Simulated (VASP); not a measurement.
# Ge7Cl (P6/mmm) in VASP: a series of runs, part 2 of 3

VASP 6.6.1. Earlier steps stand in the parts before.

## 3. Single point, PBE

This run uses another cell than the first one, of 36.36 Å³/atom, 1.556 times its volume.

Input file INCAR:

```
PREC = Accurate
ENCUT = 520
EDIFF = 1E-7
ISMEAR = 0
SIGMA = 0.1
LREAL = False
LASPH = True
NELM = 60
ALGO = Normal
ISIF = 2
LWAVE = False
LCHARG = False
GGA = PE
NBANDS = 62
```

Input file KPOINTS:

```
Automatic mesh
0
Gamma
  3 3 4
```

Input file POSCAR:

```
Ge7Cl
1.0
    7.8871725757     -0.0000000037      0.0000000000
   -3.9435862846      6.8304918164      0.0000000000
    0.0000000000      0.0000000000      5.4000033012
Ge Cl
7 1
Direct
    0.3415295522      0.0000000000      0.5000000000
    0.0000000000      0.3415295522      0.5000000000
    0.6584704478      0.6584704478      0.5000000000
    0.6584704478      0.0000000000      0.5000000000
    0.0000000000      0.6584704478      0.5000000000
    0.3415295522      0.3415295522      0.5000000000
    0.0000000000      0.0000000000      0.5000000000
    0.0000000000      0.0000000000      0.0000000000
```

Potentials or basis: VASP PAW PBE potentials, release 64 (Ge_d, Cl).

Started as:

```bash
$ cat potpaw_PBE.64/Ge_d/POTCAR potpaw_PBE.64/Cl/POTCAR > POTCAR
$ mpirun -np 1 vasp_std > vasp.out
```

OUTCAR:

```text
PREC = Accurate
   ENCUT = 520
   EDIFF = 1E-7
   ISMEAR = 0
   LREAL = False
   LASPH = True
   NELM = 60
   ISIF = 2
   GGA = PE

 ion  position               nearest neighbor table
   1  0.342  0.000  0.500-   4 2.50   6 2.69   5 2.69   7 2.69
   2  0.000  0.342  0.500-   5 2.50   7 2.69   4 2.69   6 2.69
   3  0.658  0.658  0.500-   6 2.50   4 2.69   7 2.69   5 2.69
   4  0.658  0.000  0.500-   1 2.50   3 2.69   2 2.69   7 2.69
   5  0.000  0.658  0.500-   2 2.50   7 2.69   1 2.69   3 2.69
   6  0.342  0.342  0.500-   3 2.50   1 2.69   7 2.69   2 2.69
   7  0.000  0.000  0.500-   2 2.69   5 2.69   3 2.69   6 2.69   1 2.69   4 2.69   8 2.70   8 2.70

   8  0.000  0.000  0.000-   7 2.70   7 2.70

  LATTYP: Found a hexagonal cell.
 ALAT       =     7.8871725757
 C/A-ratio  =     0.6846564151

  Lattice vectors:

 A1 = (   7.8871725757,  -0.0000000037,   0.0000000000)
 A2 = (  -3.9435862846,   6.8304918164,   0.0000000000)
 A3 = (   0.0000000000,   0.0000000000,   5.4000033012)

Analysis of symmetry for initial positions (statically):
=====================================================================
 Subroutine PRICEL returns:
 Original cell was already a primitive cell.

 Routine SETGRP: Setting up the symmetry group for a
 hexagonal supercell.

 Subroutine GETGRP returns: Found 24 space group operations
 (whereof 24 operations were pure point group operations)
 out of a pool of 24 trial point group operations.

The static configuration has the point symmetry D_6h.

Analysis of symmetry for dynamics (positions and initial velocities):
=====================================================================
 Subroutine PRICEL returns:
 Original cell was already a primitive cell.

[... 124 lines left out ...]
  volume/ion in A,a.u.               =      36.36       245.40
  Fermi-wavevector in a.u.,A,eV,Ry     =   1.165598  2.202661 18.485132  1.358619
  Thomas-Fermi vector in A             =   2.302122
   LORBIT       =      0    0 simple, 1 ext, 2 COOP (PROOUT), +10 PAW based schemes
   GGA     = PE    functional components
   LHFCALC =     F    Hartree Fock is set to
   AEXX    =    0.0000 exact exchange contribution
   IVDW    =     0    specifies the selected vdW correction
   LEPSILON=     F    determine dielectric tensor
   LRPA    =     F    only Hartree local field effects (RPA)
 non-spin polarized calculation
 Gauss-broadening in eV      SIGMA  =   0.10
  energy-cutoff  :      520.00
  volume of cell :      290.92
 maximum number of plane-waves:      7892
 NGX is ok and might be reduce to    60
   NGX = 29   NGY = 29   NGZ = 21

 number of electron     104.9999950 magnetization

 Free energy of the ion-electron system (eV)
  ---------------------------------------------------
  ext. energy  EPLUGINS =         0.00000000
  ---------------------------------------------------
  free energy    TOTEN  =       -28.78899063 eV

  energy without entropy =      -28.73989697  energy(sigma->0) =      -28.76444380

 E-fermi :   0.9408     XC(G=0):  -7.4135

 val. band max:        0.9384180773   @ k =   0.3333   0.0000   0.5000
 cond. band min:       0.9724819927   @ k =   0.3333   0.0000   0.0000
 fundamental gap:      0.0340639153
 Fermi energy:         0.9408360465

 k-point     1 :       0.0000    0.0000    0.0000
  band No.  band energies     occupation
      1     -23.9342      2.00000
      2     -23.8874      2.00000
      3     -23.8874      2.00000
      4     -23.8838      2.00000
      5     -23.8838      2.00000
      6     -23.6522      2.00000
[... 574 lines left out ...]
     61       4.4311      0.00000
     62       5.5792      0.00000

------------------------ aborting loop because EDIFF is reached ----------------------------------------

  FORCE on cell =-STRESS in cart. coord.  units (eV):
  Direction    XX          YY          ZZ          XY          YZ          ZX
  --------------------------------------------------------------------------------------
  -------------------------------------------------------------------------------------
  Total        0.1255702      0.1255702     -0.2266420      0.0000000     -0.0000000      0.0000000
  in kB        0.6915598      0.6915598     -1.2481983      0.0000000     -0.0000000      0.0000000
  external PRESSURE =       0.0449738 kB  Pullay stress =       0.0000000 kB

 VOLUME and BASIS-vectors are now :
 -----------------------------------------------------------------------------
  energy-cutoff  :      520.00
  volume of cell :      290.92
      direct lattice vectors                 reciprocal lattice vectors
     7.887172576 -0.000000004  0.000000000     0.126788148  0.073201171  0.000000000
    -3.943586285  6.830491816  0.000000000     0.000000000  0.146402342  0.000000000
     0.000000000  0.000000000  5.400003301     0.000000000  0.000000000  0.185185072

 POSITION                                       TOTAL-FORCE (eV/Angst)
 -----------------------------------------------------------------------------------
      2.69370     -0.00000      2.70000        -0.018637      0.000000      0.000000
     -1.34685      2.33281      2.70000         0.009318     -0.016140     -0.000000
      2.59674      4.49768      2.70000         0.009318      0.016140      0.000000
      5.19347     -0.00000      2.70000         0.018637     -0.000000     -0.000000
     -2.59674      4.49768      2.70000        -0.009318      0.016140      0.000000
      1.34685      2.33281      2.70000        -0.009318     -0.016140      0.000000
      0.00000      0.00000      2.70000        -0.000000      0.000000      0.000000
      0.00000      0.00000      0.00000        -0.000000      0.000000      0.000000
 -----------------------------------------------------------------------------------
    total drift:                               -0.000000      0.000000     -0.000000

  FREE ENERGIE OF THE ION-ELECTRON SYSTEM (eV)
  ---------------------------------------------------
  free  energy   TOTEN  =       -28.7889906317 eV

  energy  without entropy=      -28.7398969664  energy(sigma->0) =      -28.76444380
```

It took 5.3 min on 1 thread of Oxide Virtual Turin-like, shared host; peak memory 0.39 GiB.

What came out:

```yaml
Free_energy: -28.7890 eV
Pressure: 0.0 GPa
Largest_force: 0.019 eV/Å
```

Forces in eV/Å, atoms in the order of the input:
```
Ge  -0.019  0.000  0.000
Ge   0.009 -0.016  0.000
Ge   0.009  0.016  0.000
Ge   0.019  0.000  0.000
Ge  -0.009  0.016  0.000
Ge  -0.009 -0.016  0.000
Ge   0.000  0.000  0.000
Cl   0.000  0.000  0.000
```

Levels at points of the mesh, in eV from the Fermi level:
| k point | band 49 | band 50 | band 51 | band 52 | band 53 | band 54 | band 55 | band 56 |
| --- | --- | --- | --- | --- | --- | --- | --- | --- |
| (0.00, 0.00, 0.00) | -1.44 | -0.94 | -0.20 | 0.24 | 0.24 | 0.67 | 0.67 | 0.71 |
| (0.00, 0.00, 0.50) | -1.41 | -1.41 | 0.05 | 0.05 | 0.13 | 0.13 | 0.34 | 0.98 |

Caveat: an odd number of electrons without spin polarisation forces a metal; a magnetic or distorted state may lie lower.

[end of part 2 of 3]
